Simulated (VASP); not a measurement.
# CaO in VASP: settings compared

The runs below take CaO through single point, with PBE, r2SCAN.

Everything below comes from runs of VASP 6.6.1. Logs are shortened: lines on timing, memory, paths and dates and some standing lists are left out, and cuts for length are marked.

### Step 1. The cell of the first run

Symmetry: I-4m2, No. 119, tetragonal system. Conventional cell: a = 3.648 Å, b = 3.648 Å, c = 5.213 Å, α = 90.00°, β = 90.00°, γ = 90.00°. Within 3.0 Å of Ca (site symmetry -4m2) lie 4 O at 2.24 Å. Within 3.0 Å of O (site symmetry -4m2) lie 4 Ca at 2.24 Å.

### Step 2. Single point, PBE (biaxial xy strain -1.1%)

Input file INCAR:

```
PREC = Accurate
ENCUT = 520
EDIFF = 1E-7
ISMEAR = -1
SIGMA = 0.02
LREAL = False
LASPH = True
NELM = 100
ALGO = Normal
ISIF = 2
LWAVE = False
LCHARG = False
GGA = PE
NBANDS = 15
```

Input file KPOINTS:

```
regular mesh
0
Gamma
  8 8 8
```

Input file POSCAR:

```
CaO
1.0
    0.0000000000      2.5793610583      2.6067317416
    2.5793610583      0.0000000000      2.6067317416
    2.5793610583      2.5793610583      0.0000000000
Ca O
1 1
Direct
    0.0000000000      0.0000000000      0.0000000000
    0.2500000000      0.2500000000      0.2500000000
```

Potentials or basis: VASP PAW PBE potentials, release 64 (Ca_sv, O).

On the command line:

```console
> cat potpaw_PBE.64/Ca_sv/POTCAR potpaw_PBE.64/O/POTCAR > POTCAR
> mpirun -np 1 vasp_std > vasp.out
```

OUTCAR:

```text
PREC = Accurate
   ENCUT = 520
   EDIFF = 1E-7
   ISMEAR = -1
   LREAL = False
   LASPH = True
   NELM = 100
   ISIF = 2
   GGA = PE

 ion  position               nearest neighbor table
   1  0.000  0.000  0.000-   2 2.24   2 2.24   2 2.24   2 2.24
   2  0.250  0.250  0.250-   1 2.24   1 2.24   1 2.24   1 2.24

  LATTYP: Found a body centered tetragonal cell.
 ALAT       =     3.6477673909
 C/A-ratio  =     1.4292203763

  Lattice vectors:

 A1 = (  -2.5793610583,   0.0000000000,   2.6067317416)
 A2 = (   2.5793610583,   0.0000000000,   2.6067317416)
 A3 = (   0.0000000000,   2.5793610583,  -2.6067317416)

Analysis of symmetry for initial positions (statically):
=====================================================================
 Subroutine PRICEL returns:
 Original cell was already a primitive cell.

 Routine SETGRP: Setting up the symmetry group for a
 body centered tetragonal supercell.

 Subroutine GETGRP returns: Found  8 space group operations
 (whereof  8 operations were pure point group operations)
 out of a pool of 16 trial point group operations.

The static configuration has the point symmetry D_2d.

Analysis of symmetry for dynamics (positions and initial velocities):
=====================================================================
 Subroutine PRICEL returns:
 Original cell was already a primitive cell.

 Routine SETGRP: Setting up the symmetry group for a
 body centered tetragonal supercell.

 Subroutine GETGRP returns: Found  8 space group operations
 (whereof  8 operations were pure point group operations)
 out of a pool of 16 trial point group operations.

The dynamic configuration has the point symmetry D_2d.

 Subroutine INISYM returns: Found  8 space group operations
 (whereof  8 operations are pure point group operations),
 and found     1 'primitive' translations

----------------------------------------------------------------------------------------

                                     Primitive cell

  volume of cell :      34.6857

  direct lattice vectors                    reciprocal lattice vectors
     0.000000000  2.579361058  2.606731742    -0.193846456  0.193846456  0.191811068
     2.579361058  0.000000000  2.606731742     0.193846456 -0.193846456  0.191811068
     2.579361058  2.579361058  0.000000000     0.193846456  0.193846456 -0.191811068

  length of vectors
     3.667172459  3.667172459  3.647767391     0.334580906  0.334580906  0.334580906

  position of ions in fractional coordinates (direct lattice)
     0.000000000  0.000000000  0.000000000
     0.250000000  0.250000000  0.250000000

  ion indices of the primitive-cell ions
   primitive index   ion index
                 1           1
[... 80 lines left out ...]
   ISYM   =      2    0-nonsym 1-usesym 2-fastsym
   POTIM  = 0.5000    time-step for ionic-motion
   TEBEG  =    0.0;   TEEND  =   0.0 temperature during run
   PSTRESS=    0.0 pullay stress
   NELECT =      16.0000    total number of electrons
   NUPDOWN=      -1.0000    fix difference up-down
   EMIN   =  10.00;   EMAX   =-10.00  energy-range for DOS
   EFERMI =   0.00;   METHOD = LEGACY
   ISMEAR =    -1;   SIGMA  =   0.02  broadening in eV -4-tet -1-fermi 0-gaus
   EFERMI_NEDOS =   21; number of points for ismear=-14 and -15
   IALGO  =     38    algorithm
   IMIX   =      4    mixing-type and parameters
     AMIX     =   0.40;   BMIX     =  1.00
     AMIX_MAG =   1.60;   BMIX_MAG =  1.00
  volume/ion in A,a.u.               =      17.34       117.04
  Fermi-wavevector in a.u.,A,eV,Ry     =   1.264925  2.390361 21.769786  1.600034
  Thomas-Fermi vector in A             =   2.398204
   LORBIT       =      0    0 simple, 1 ext, 2 COOP (PROOUT), +10 PAW based schemes
   GGA     = PE    functional components
[... 5 lines left out ...]
 non-spin polarized calculation
  energy-cutoff  :      520.00
  volume of cell :       34.69
 maximum number of plane-waves:       948
   NGX = 13   NGY = 13   NGZ = 13

 number of electron      15.9999998 magnetization

 Free energy of the ion-electron system (eV)
  ---------------------------------------------------
  ext. energy  EPLUGINS =         0.00000000
  ---------------------------------------------------
  free energy    TOTEN  =       -12.42529136 eV

  energy without entropy =      -12.42529136  energy(sigma->0) =      -12.42529136

 E-fermi :   1.0616     XC(G=0):  -9.1329

 val. band max:        0.5857552333   @ k =  -0.3750   0.5000   0.1250
 cond. band min:       3.9778264025   @ k =   0.0000   0.0000   0.0000
 fundamental gap:      3.3920711692
 Fermi energy:         1.0616499008

 k-point     1 :       0.0000    0.0000    0.0000
  band No.  band energies     occupation
      1     -36.4819      2.00000
      2     -17.4184      2.00000
      3     -17.4184      2.00000
      4     -17.4156      2.00000
      5     -14.2492      2.00000
      6      -0.0913      2.00000
      7      -0.0826      2.00000
      8      -0.0826      2.00000
      9       3.9778      0.00000
     10       8.5950      0.00000
     11       8.6764      0.00000
     12      10.2611      0.00000
     13      10.3515      0.00000
     14      10.3515      0.00000
[... 401 lines left out ...]
      2     -18.0312      2.00000
      3     -17.4959      2.00000
      4     -17.4844      2.00000
      5     -13.6258      2.00000
      6      -0.5168      2.00000
      7       0.1272      2.00000
      8       0.2006      2.00000
      9       6.4044      0.00000
     10       7.5655      0.00000
     11       8.7814      0.00000
     12       9.6574      0.00000
     13      10.2614      0.00000
     14      10.6697      0.00000
     15      13.1665      0.00000

 [... further k-points ...]

------------------------ aborting loop because EDIFF is reached ----------------------------------------

  FORCE on cell =-STRESS in cart. coord.  units (eV):
  Direction    XX          YY          ZZ          XY          YZ          ZX
  --------------------------------------------------------------------------------------
  -------------------------------------------------------------------------------------
  Total        0.8049888      0.8049888      0.7761453      0.0000000      0.0000000      0.0000000
  in kB       37.1834617     37.1834617     35.8511441      0.0000000      0.0000000      0.0000000
  external PRESSURE =      36.7393558 kB  Pullay stress =       0.0000000 kB

 VOLUME and BASIS-vectors are now :
 -----------------------------------------------------------------------------
  energy-cutoff  :      520.00
  volume of cell :       34.69
      direct lattice vectors                 reciprocal lattice vectors
     0.000000000  2.579361058  2.606731742    -0.193846456  0.193846456  0.191811068
     2.579361058  0.000000000  2.606731742     0.193846456 -0.193846456  0.191811068
     2.579361058  2.579361058  0.000000000     0.193846456  0.193846456 -0.191811068

 POSITION                                       TOTAL-FORCE (eV/Angst)
 -----------------------------------------------------------------------------------
      0.00000      0.00000      0.00000        -0.000000     -0.000000     -0.000000
      1.28968      1.28968      1.30337         0.000000      0.000000      0.000000
 -----------------------------------------------------------------------------------
    total drift:                               -0.000000     -0.000000     -0.000000

  FREE ENERGIE OF THE ION-ELECTRON SYSTEM (eV)
  ---------------------------------------------------
  free  energy   TOTEN  =       -12.4252913574 eV

  energy  without entropy=      -12.4252913574  energy(sigma->0) =      -12.42529136
```

OSZICAR:

```text
N       E                     dE             d eps       ncg     rms          rms(c)
DAV:   1     0.126710362346E+03    0.12671E+03   -0.82647E+03  1770   0.106E+03
DAV:   2    -0.892401090041E+01   -0.13563E+03   -0.12589E+03  2204   0.281E+02
DAV:   3    -0.148452305336E+02   -0.59212E+01   -0.58820E+01  2079   0.605E+01
DAV:   4    -0.150619530943E+02   -0.21672E+00   -0.21654E+00  2627   0.993E+00
DAV:   5    -0.150631499744E+02   -0.11969E-02   -0.11968E-02  2149   0.888E-01    0.973E+00
DAV:   6    -0.125325377860E+02    0.25306E+01   -0.83981E+00  1966   0.253E+01    0.412E+00
DAV:   7    -0.124347949776E+02    0.97743E-01   -0.82962E-01  1944   0.845E+00    0.200E+00
DAV:   8    -0.124247313433E+02    0.10064E-01   -0.13695E-01  2309   0.381E+00    0.482E-01
DAV:   9    -0.124233765145E+02    0.13548E-02   -0.10609E-02  2032   0.959E-01    0.166E-01
DAV:  10    -0.124251536244E+02   -0.17771E-02   -0.15969E-03  1882   0.330E-01    0.564E-02
DAV:  11    -0.124253093770E+02   -0.15575E-03   -0.77907E-04  2052   0.191E-01    0.378E-02
DAV:  12    -0.124252911827E+02    0.18194E-04   -0.90971E-05  2351   0.106E-01    0.482E-03
DAV:  13    -0.124252909120E+02    0.27064E-06   -0.53638E-06  2010   0.282E-02    0.152E-03
DAV:  14    -0.124252913372E+02   -0.42518E-06   -0.94641E-07  1903   0.726E-03    0.608E-04
DAV:  15    -0.124252913574E+02   -0.20225E-07   -0.44369E-08  1922   0.238E-03
   1 F= -.12425291E+02 E0= -.12425291E+02  d E =-.175573E-11
```

It took 26 s on 1 thread of Intel Xeon Platinum 8259CL at 2.50GHz (Skylake/Cascade Lake), shared host; peak memory 0.17 GiB.

Results:

- Free energy: -12.4253 eV
- Pressure: 3.7 GPa
- Band gap on the k mesh: 3.39 eV (least direct gap 4.06 eV)

Stress tensor (GPa, compression positive):
```
3.72 0.00 0.00
0.00 3.72 0.00
0.00 0.00 3.59
```

Caveat: the cell differs from its parent crystal (biaxial xy strain -1.1%); the cell stands under pressure; the structure was generated, so it needn't be the stable form of CaO. A k mesh can miss the band edges.

### Step 3. Single point, r2SCAN (biaxial xy strain -1.1%)

POSCAR is that of step 2.

Input file INCAR.step1:

```
SYSTEM = CaO
PREC = Accurate
ENCUT = 520
ISMEAR = 0
SIGMA = 0.01
LREAL = .False.
LASPH = .True.
NELM = 80
NBANDS = 15
GGA = PE
ALGO = Normal
EDIFF = 1E-4
LWAVE = .True.
LCHARG = .False.
```

Input file INCAR.step2:

```
SYSTEM = CaO
PREC = Accurate
ENCUT = 520
EDIFF = 1E-6
ISMEAR = 0
SIGMA = 0.01
LREAL = .False.
LASPH = .True.
NELM = 80
ALGO = Normal
ISIF = 2
LWAVE = .False.
LCHARG = .False.
METAGGA = R2SCAN
LMIXTAU = .True.
NBANDS = 15
ISTART = 1
```

Input file KPOINTS:

```
Automatic mesh
0
Gamma
  8 8 8
  0 0 0
```

Potentials or basis: VASP PAW PBE potentials, release 64 (Ca_sv, O).

On the command line:

```console
> cat potpaw_PBE.64/Ca_sv/POTCAR potpaw_PBE.64/O/POTCAR > POTCAR
> cp INCAR.step1 INCAR
> mpirun -np 1 vasp_std > vasp.out
> cp INCAR.step2 INCAR
> mpirun -np 1 vasp_std > vasp.out
```

Wall time 1.8 min (1 thread of Intel Xeon Platinum 8259CL at 2.50GHz (Skylake/Cascade Lake), shared host); peak memory 0.18 GiB.

It converged, with:

* Free energy: -18.9310 eV
* Pressure: 2.8 GPa
* Band gap on the k mesh: 3.80 eV (least direct gap 4.47 eV)

Stress tensor (GPa, compression positive):
```
2.82 0.00 0.00
0.00 2.82 0.00
0.00 0.00 2.70
```

Levels at points of the mesh, in eV from the valence-band top:
| k point | band 5 | band 6 | band 7 | band 8 | band 9 | band 10 | band 11 | band 12 |
| --- | --- | --- | --- | --- | --- | --- | --- | --- |
| (0.00, 0.00, 0.00) | -15.80 | -0.68 | -0.67 | -0.67 | 3.80 | 8.69 | 8.78 | 10.35 |
| (0.50, 0.00, 0.00) | -15.01 | -1.01 | -0.41 | -0.39 | 6.64 | 8.61 | 8.63 | 8.93 |
| (0.50, 0.50, 0.00) | -14.76 | -1.48 | 0.00 | 0.00 | 5.34 | 7.26 | 9.86 | 10.16 |
| (0.50, 0.00, 0.50) | -14.78 | -1.48 | -0.02 | -0.01 | 5.38 | 7.28 | 9.85 | 10.15 |

Caveat: the cell differs from its parent crystal (biaxial xy strain -1.1%); the structure was generated, so it needn't be the stable form of CaO; the PAW data sets were made with another functional, which shifts forces and pressure a little. A k mesh can miss the band edges.

### Step 4. Single point, PBE (shear xy strain +5.7%)

Input file INCAR:

```
SYSTEM = CaO
ALGO     = Normal         ! electronic algorithm
EDIFF    = 1E-6           ! SCF threshold, eV
ENCUT    = 520            ! plane-wave cutoff, eV
GGA      = PE             ! functional
ISIF     = 2              ! what is computed and relaxed
ISMEAR   = -1             ! smearing method
LASPH    = .True.         ! aspherical terms in the spheres
LCHARG   = .False.        ! write CHGCAR
LREAL    = .False.        ! projectors in reciprocal space
LWAVE    = .False.        ! write WAVECAR
NBANDS   = 15             ! bands
NELM     = 80             ! most SCF steps
PREC     = Accurate       ! precision mode
SIGMA    = 0.02           ! smearing width, eV
```

Input file KPOINTS:

```
k-points
0
Gamma
  8 8 8
  0 0 0
```

Input file POSCAR:

```
CaO
1.0
    0.0739008449      2.6067317416      2.6067317416
    2.6067317416      0.0739008449      2.6067317416
    2.6806325865      2.6806325865      0.0000000000
Ca O
1 1
Direct
    0.0050124821      0.0050124821     -0.0050124821
    0.2449875179      0.2449875179      0.2550124821
```

On the command line:

```console
> cat potpaw_PBE.64/Ca_sv/POTCAR potpaw_PBE.64/O/POTCAR > POTCAR
> mpirun -np 1 vasp_std > vasp.out
```

Wall time 36 s (1 thread of Intel Xeon Platinum 8259CL at 2.50GHz (Skylake/Cascade Lake), shared host); peak memory 0.19 GiB.

Results (log left out):

```yaml
Free_energy: -12.4254 eV
Pressure: 1.8 GPa
Largest_force: 0.008 eV/Å
Band_gap_on_the_k_mesh: 3.26 eV (least direct gap 3.84 eV)
```

Forces on the atoms (eV/Å):
```
Ca   0.000  0.000  0.008
O    0.000  0.000 -0.008
```

Stress tensor (GPa, compression positive):
```
 1.86 -2.10  0.00
-2.10  1.86  0.00
 0.00  0.00  1.63
```

Levels at points of the mesh, in eV from the valence-band top:
| k point | band 5 | band 6 | band 7 | band 8 | band 9 | band 10 | band 11 | band 12 |
| --- | --- | --- | --- | --- | --- | --- | --- | --- |
| (0.00, 0.00, 0.00) | -14.85 | -0.78 | -0.69 | -0.58 | 3.26 | 7.85 | 7.91 | 9.50 |
| (0.50, 0.00, 0.00) | -14.23 | -1.00 | -0.48 | -0.45 | 6.09 | 7.55 | 7.90 | 8.35 |
| (0.50, 0.50, 0.00) | -14.01 | -1.49 | -0.13 | 0.00 | 4.85 | 6.55 | 8.95 | 9.23 |
| (0.00, 0.00, 0.50) | -14.19 | -1.13 | -0.41 | -0.36 | 6.04 | 7.49 | 8.04 | 8.21 |
| (0.50, 0.00, 0.50) | -14.01 | -1.50 | -0.08 | -0.08 | 4.88 | 6.56 | 8.92 | 9.24 |

Caveat: the cell differs from its parent crystal (shear xy strain +5.7%); the structure was generated, so it needn't be the stable form of CaO. A k mesh can miss the band edges.

### Step 5. Overview

| level | cell | smearing | gap on the mesh (eV) | pressure (GPa) |
| --- | --- | --- | --- | --- |
| PBE | a = 3.667, b = 3.667, c = 3.648 Å, angles 60.2, 60.2, 59.7°, 2 atoms, biaxial xy strain -1.1% | fermi-dirac 0.02 eV | 3.39 | 3.7 |
| r2SCAN | a = 3.667, b = 3.667, c = 3.648 Å, angles 60.2, 60.2, 59.7°, 2 atoms, biaxial xy strain -1.1% | gaussian 0.01 eV | 3.80 | 2.8 |
| PBE | a = 3.687, b = 3.687, c = 3.791 Å, angles 59.1, 59.1, 58.1°, 2 atoms, shear xy strain +5.7% | fermi-dirac 0.02 eV | 3.26 | 1.8 |

Alike in all rows: task single point; potentials or basis VASP PAW PBE potentials, release 64 (Ca_sv, O); no spin polarisation; k mesh 8 × 8 × 8; cutoff (eV) 520.

Caveats: the structure was generated, so it needn't be the stable form of CaO; the cell stands under pressure (at least some runs); the PAW data sets were made with another functional, which shifts forces and pressure a little (at least some runs).

Absolute energies hang on the potentials; compare differences alone.
